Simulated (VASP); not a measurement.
# Mg2CdSe3 (P6_3mc) in VASP: notebook, part 2 of 2

VASP 6.6.1. Earlier steps stand in the parts before.

### Step 4. Single point, PBE

The input, INCAR:

```
ALGO = Normal ; EDIFF = 1E-6
ENCUT = 520 ; GGA = PE
ISIF = 2 ; ISMEAR = 0
LASPH = T ; LCHARG = F
LREAL = F ; LWAVE = F
NBANDS = 46 ; NELM = 60
PREC = Accurate ; SIGMA = 0.02
```

The input, KPOINTS:

```
k-points
0
Gamma
  6 6 2
```

The input, POSCAR:

```
Mg2CdSe3
1.0
    4.3008487892      0.0000000000      0.0000000000
   -2.1504243946      3.7246443093      0.0000000000
    0.0000000000      0.0000000000     20.8766186000
Mg Cd Se
4 2 6
Direct
    0.6666666667      0.3333333333      0.1673960000
    0.6666666667      0.3333333333      0.8302600000
    0.3333333333      0.6666666667      0.3302600000
    0.3333333333      0.6666666667      0.6673960000
    0.6666666667      0.3333333333      0.5009150000
    0.3333333333      0.6666666667      0.0009150000
    0.6666666667      0.3333333333      0.2919490000
    0.6666666667      0.3333333333      0.6293910000
    0.6666666667      0.3333333333      0.9550900000
    0.3333333333      0.6666666667      0.1293910000
    0.3333333333      0.6666666667      0.4550900000
    0.3333333333      0.6666666667      0.7919490000
```

Potentials or basis: VASP PAW PBE potentials, release 64 (Mg, Cd, Se).

Launch:

```bash
$ cat potpaw_PBE.64/Mg/POTCAR potpaw_PBE.64/Cd/POTCAR potpaw_PBE.64/Se/POTCAR > POTCAR
$ mpirun -np 1 vasp_std > vasp.out
```

OUTCAR:

```text
EDIFF = 1E-6
   ENCUT = 520
   GGA = PE
   ISIF = 2
   ISMEAR = 0
   LASPH = T
   LREAL = F
   NELM = 60
   PREC = Accurate

 ion  position               nearest neighbor table
   1  0.667  0.333  0.167-   7 2.60  10 2.61  10 2.61  10 2.61
   2  0.667  0.333  0.830-   9 2.61  12 2.61  12 2.61  12 2.61
   3  0.333  0.667  0.330-  11 2.61   7 2.61   7 2.61   7 2.61
   4  0.333  0.667  0.667-  12 2.60   8 2.61   8 2.61   8 2.61
   5  0.667  0.333  0.501-  11 2.66  11 2.66  11 2.66   8 2.68
   6  0.333  0.667  0.001-   9 2.66   9 2.66   9 2.66  10 2.68
[... 906 lines left out ...]
 VOLUME and BASIS-vectors are now :
 -----------------------------------------------------------------------------
  energy-cutoff  :      520.00
  volume of cell :      334.43
      direct lattice vectors                 reciprocal lattice vectors
     4.300848789  0.000000000  0.000000000     0.232512243  0.134241006  0.000000000
    -2.150424395  3.724644309  0.000000000     0.000000000  0.268482012  0.000000000
     0.000000000  0.000000000 20.876618600     0.000000000  0.000000000  0.047900478

 POSITION                                       TOTAL-FORCE (eV/Angst)
 -----------------------------------------------------------------------------------
      2.15042      1.24155      3.49466        -0.000000     -0.000000      0.002195
      2.15042      1.24155     17.33302         0.000000     -0.000000      0.002097
     -0.00000      2.48310      6.89471         0.000000     -0.000000      0.002097
     -0.00000      2.48310     13.93297         0.000000     -0.000000      0.002195
      2.15042      1.24155     10.45741         0.000000      0.000000      0.001342
     -0.00000      2.48310      0.01910        -0.000000     -0.000000      0.001342
      2.15042      1.24155      6.09491         0.000000     -0.000000     -0.000629
      2.15042      1.24155     13.13956         0.000000     -0.000000      0.030722
      2.15042      1.24155     19.93905         0.000000     -0.000000     -0.035727
     -0.00000      2.48310      2.70125         0.000000      0.000000      0.030722
     -0.00000      2.48310      9.50074        -0.000000     -0.000000     -0.035727
     -0.00000      2.48310     16.53322        -0.000000      0.000000     -0.000629
 -----------------------------------------------------------------------------------
    total drift:                               -0.000000     -0.000000     -0.001409

  FREE ENERGIE OF THE ION-ELECTRON SYSTEM (eV)
  ---------------------------------------------------
  free  energy   TOTEN  =       -41.0563438018 eV

  energy  without entropy=      -41.0563438018  energy(sigma->0) =      -41.05634380
```

OSZICAR:

```text
N       E                     dE             d eps       ncg     rms          rms(c)
DAV:   1     0.388549322304E+03    0.38855E+03   -0.27724E+04  1288   0.124E+03
DAV:   2    -0.105306739156E+02   -0.39908E+03   -0.38490E+03  1588   0.253E+02
DAV:   3    -0.428852652191E+02   -0.32355E+02   -0.32216E+02  1548   0.709E+01
DAV:   4    -0.433287702538E+02   -0.44351E+00   -0.44287E+00  1504   0.884E+00
DAV:   5    -0.433339916886E+02   -0.52214E-02   -0.52204E-02  1538   0.940E-01    0.993E+00
DAV:   6    -0.411962569865E+02    0.21377E+01   -0.41282E+00  1540   0.105E+01    0.769E+00
DAV:   7    -0.410325877003E+02    0.16367E+00   -0.16793E+00  1482   0.445E+00    0.317E+00
DAV:   8    -0.410500124547E+02   -0.17425E-01   -0.12198E-01  1428   0.217E+00    0.718E-01
DAV:   9    -0.410545242978E+02   -0.45118E-02   -0.16716E-02  1506   0.971E-01    0.210E-01
DAV:  10    -0.410556164891E+02   -0.10922E-02   -0.28496E-03  1410   0.364E-01    0.130E-01
DAV:  11    -0.410561086336E+02   -0.49214E-03   -0.43797E-04  1460   0.900E-02    0.420E-02
DAV:  12    -0.410563240139E+02   -0.21538E-03   -0.22337E-04  1406   0.546E-02    0.144E-02
DAV:  13    -0.410563406522E+02   -0.16638E-04   -0.21362E-05  1424   0.153E-02    0.608E-03
DAV:  14    -0.410563433986E+02   -0.27464E-05   -0.41976E-06  1198   0.760E-03    0.320E-03
DAV:  15    -0.410563438018E+02   -0.40320E-06   -0.58809E-07  1002   0.347E-03
   1 F= -.41056344E+02 E0= -.41056344E+02  d E =-.139435E-17
```

It took 3.2 min on 1 thread of Intel Xeon Platinum 8559C (Emerald Rapids), shared host; peak memory 0.53 GiB.

Results:

- Free energy: -41.0563 eV
- Pressure: 0.1 GPa
- Largest force: 0.036 eV/Å
- Band gap on the k mesh: 1.54 eV, direct

Forces on the atoms (eV/Å):
```
Mg   0.000  0.000  0.002
Mg   0.000  0.000  0.002
Mg   0.000  0.000  0.002
Mg   0.000  0.000  0.002
Cd   0.000  0.000  0.001
Cd   0.000  0.000  0.001
Se   0.000  0.000 -0.001
Se   0.000  0.000  0.031
Se   0.000  0.000 -0.036
Se   0.000  0.000  0.031
Se   0.000  0.000 -0.036
Se   0.000  0.000 -0.001
```

Levels at points of the mesh, in eV from the valence-band top:
```tsv
k point	band 30	band 31	band 32	band 33	band 34	band 35	band 36	band 37	band 38	band 39
(0.00, 0.00, 0.00)	-0.22	-0.02	-0.02	0.00	0.00	1.54	2.37	3.07	3.13	3.33
(0.50, 0.00, 0.00)	-1.08	-1.07	-0.89	-0.81	-0.67	2.89	3.48	3.49	3.80	3.86
(0.00, 0.00, 0.50)	-0.66	-0.01	-0.01	-0.01	-0.01	1.95	1.95	3.08	3.08	3.45
(0.50, 0.00, 0.50)	-1.20	-1.07	-1.07	-0.72	-0.72	3.14	3.14	3.69	3.69	3.88
```
